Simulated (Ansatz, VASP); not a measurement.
# SrO in VASP and in Ansatz

File INCAR:

```
ALGO = Normal
EDIFF = 1E-8
ENCUT = 520
GGA = PS
ISIF = 2
ISMEAR = -1
LASPH = T
LCHARG = F
LEFG = T
LREAL = F
LWAVE = F
NBANDS = 15
NELM = 100
PREC = Accurate
SIGMA = 0.03
```

KPOINTS

```
k-points
0
Gamma
  8 8 8
```

Contents of POSCAR:

```
SrO
1.0
    0.0000000000      2.5698000000      2.5954980000
    2.5698000000      0.0000000000      2.5954980000
    2.5698000000      2.5698000000      0.0000000000
Sr O
1 1
Direct
    0.0000000000      0.0000000000      0.0000000000
    0.5000000000      0.5000000000      0.5000000000
```

Input for Ansatz:

```yaml
crystal:
  lattice:
    - [0.0, 2.5698, 2.595498]
    - [2.5698, 0.0, 2.595498]
    - [2.5698, 2.5698, 0.0]
  atoms:
    - { symbol: Sr, position: [0.0, 0.0, 0.0] }
    - { symbol: O, position: [0.5, 0.5, 0.5] }
kpoints:
  mp_grid: { grid: [8, 8, 8] }
scf:
  occupations: { method: fermi_dirac, width: 0.03 }
hamiltonian:
  xc: pbesol
  pseudopotentials: { kind: all_electron, datasets: crystal }
output:
  forces: true
  stress: true
  eigenvalues: true
  efg: { contact_densities: true }
```

Change from the starting cell: zz strain of +1 %, crystal datasets.

Alike in both runs: task electric field gradients; functional PBEsol; k mesh 8 × 8 × 8; occupations fermi-dirac, width 0.03 eV; no spin polarisation.

|  | VASP | Ansatz |
| --- | --- | --- |
| version | VASP 6.6.1 | Ansatz 0.2.0 |
| potentials or method | VASP PAW PBE potentials, release 64 (Sr_sv, O), cutoff 520 eV | all-electron PAW with datasets made for the crystal, scalar-relativistic |

Ansatz gave:

- gap on the k mesh at the Fermi level (eV): 3.18
- pressure (GPa): -1.8
- traceless stress, the component that is largest in VASP (GPa): -0.78
- size of Vzz on the site where it differs most (V/Å²): 3.2

Task: Which values does VASP return?

Result: gap on the k mesh at the Fermi level (eV): 3.14; pressure (GPa): -1.2; traceless stress, the component that is largest in VASP (GPa): -0.83; size of Vzz on the site where it differs most (V/Å²): 3.4.

VASP's potentials were made for PBE, not for PBEsol. Ansatz ran all-electron here, and VASP with PAW potentials.
